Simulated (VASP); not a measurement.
Crystal: HfO2.

```
CELL_PARAMETERS angstrom
4.81353 0.00000 0.00000
0.00000 4.81353 0.00000
0.00000 0.00000 3.20541
ATOMIC_POSITIONS crystal
Hf 0.00000 0.00000 0.00000
Hf 0.50000 0.50000 0.50000
O 0.19495 0.80505 0.50000
O 0.30505 0.30505 0.00000
O 0.69495 0.69495 0.00000
O 0.80505 0.19495 0.50000
```

Base run:

| Property | Result |
| --- | --- |
| Program | VASP 6.6.1 |
| Functional | r2SCAN |
| Potentials or basis | VASP PAW PBE potentials, release 64 (Hf_pv, O) |
| Cutoff | 520 eV |
| k mesh | 6 × 6 × 10 |
| Occupations | gaussian, width 0.01 eV |
| Spin | no spin polarisation |

Its results: band gap on the k mesh 4.53 eV, direct; pressure 0.3 GPa; largest force 0.011 eV/Å.

The run is repeated on the same cell with these changes: k mesh from 6 × 6 × 10 to 2 × 2 × 2. What comes out?

Band gap on the k mesh 4.45 eV, direct; pressure 1.3 GPa; largest force 0.228 eV/Å.

Caveats: some runs use coarse meshes; the PAW data sets were made with another functional, which shifts forces and pressure a little; spin-orbit coupling is left out, which moves the levels of the heavy elements.

A k mesh can miss the band edges.
